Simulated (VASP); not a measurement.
A run of VASP 6.6.1:

The input INCAR:

```
  PREC = Accurate
  ENCUT = 700
  EDIFF = 1E-6
  ISMEAR = 0
  SIGMA = 0.05
  LREAL = False
  LASPH = True
  NELM = 200
  ALGO = Normal
  ISIF = 2
  LWAVE = False
  LCHARG = False
  ISPIN = 2
  MAGMOM = 3.15 -0.15 -0.15
  LORBIT = 11
  LMAXMIX = 4
  LDAU = True
  LDAUTYPE = 2
  LDAUL = 2 -1
  LDAUU = 3.9 0
  LDAUJ = 0 0
  LDAUPRINT = 1
  GGA = PE
  NBANDS = 24
  GGA_COMPAT = False
```

The input KPOINTS:

```
Automatic mesh
0
Gamma
  10 10 6
```

Contents of POSCAR:

```
MnO2
1.0
    2.9181812176      0.0000000000      0.0000000000
   -1.4590906088      2.5272190673      0.0000000000
    0.0000000000      0.0000000000      5.4047222131
Mn O
1 2
Direct
    0.0000000000      0.0000000000      0.0000000000
    0.3333333333      0.6666666667      0.1762053749
    0.6666666667      0.3333333333      0.8237946251
```

Potentials or basis: VASP PAW PBE potentials, release 64 (Mn_sv, O).

Run with:

```console
$ cat potpaw_PBE.64/Mn_sv/POTCAR potpaw_PBE.64/O/POTCAR > POTCAR
$ mpirun -np 1 vasp_std > vasp.out
```

Hardware: 1 thread of Intel(R) Xeon(R) Platinum 8259CL CPU @ 2.50GHz (Skylake/Cascade Lake), on a shared host.

Task: How long does it take, and how much memory?

Result: Run time: 3.3 min on 1 thread of Intel(R) Xeon(R) Platinum 8259CL CPU @ 2.50GHz (Skylake/Cascade Lake) (shared host), peak memory 0.31 GiB. Counts: scf iterations 16, k points 72.
